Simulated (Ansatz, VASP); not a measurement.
# Two plane-wave programs on BN

The input POSCAR:

```
BN
1.0
    2.5539396017      0.0000000000      0.0000000000
   -1.2769698009      2.2117765748      0.0000000000
    0.0000000000      0.0000000000      4.2268550000
B N
2 2
Direct
    0.6666666667      0.3333333333      0.9997240000
    0.3333333333      0.6666666667      0.4997240000
    0.4904682947      0.3333333333      0.6785070666
    0.3333333333      0.6666666667      0.1252760000
```

File INCAR.step1:

```
PREC = Accurate
ENCUT = 520
ISMEAR = 0
SIGMA = 0.05
LREAL = False
LASPH = True
NELM = 80
NBANDS = 16
GGA = PE
ALGO = Normal
EDIFF = 1E-4
LWAVE = True
LCHARG = False
```

The input INCAR.step2:

```
PREC = Accurate
ENCUT = 520
EDIFF = 1E-6
ISMEAR = 0
SIGMA = 0.05
LREAL = False
LASPH = True
NELM = 80
ALGO = Normal
ISIF = 2
LWAVE = False
LCHARG = False
METAGGA = R2SCAN
LMIXTAU = True
NBANDS = 16
ISTART = 1
```

The input KPOINTS:

```
Automatic mesh
0
Gamma
  12 12 6
```

Input for Ansatz:

```yaml
crystal:
  lattice:
    - [2.5539396017, 0.0, 0.0]
    - [-1.2769698009, 2.2117765748, 0.0]
    - [0.0, 0.0, 4.226855]
  atoms:
    - { symbol: B, position: [0.6666666667, 0.3333333333, 0.999724] }
    - { symbol: B, position: [0.3333333333, 0.6666666667, 0.499724] }
    - { symbol: "N", position: [0.4904682947, 0.3333333333, 0.6785070666] }
    - { symbol: "N", position: [0.3333333333, 0.6666666667, 0.125276] }
basis:
  ecutwfc: 500
kpoints:
  mp_grid: { grid: [12, 12, 6] }
hamiltonian:
  xc: r2scan
scf:
  occupations: { method: gaussian, width: 0.05 }
output:
  forces: true
  stress: true
  eigenvalues: true
```

Alike in both runs: task single point; functional r2SCAN; k mesh 12 × 12 × 6; occupations gaussian, width 0.05 eV; no spin polarisation.

|  | VASP | Ansatz |
| --- | --- | --- |
| version | VASP 6.6.1 | Ansatz 0.2.0 |
| potentials or method | VASP PAW PBE potentials, release 64 (B, N), cutoff 520 eV | scalar-relativistic, plane waves, PAW |
| valence electrons in the cell | 16 | 16 |

```csv
,VASP,Ansatz,Ansatz less VASP
gap on the k mesh at the Fermi level (eV),2.58,2.58,+0.006
least direct gap on the mesh (eV),5.02,4.99,-0.030
pressure (GPa),21.7,20.8,-0.82
"traceless stress, the component that is largest in VASP (GPa)",-8.45,-8.42,+0.029
rms of the force components (eV/Å),3.198,3.202,+0.0038
```

VASP's potentials were made for PBE, not for r2SCAN. Atom by atom the forces differ by 0.017 eV/Å (rms over components).
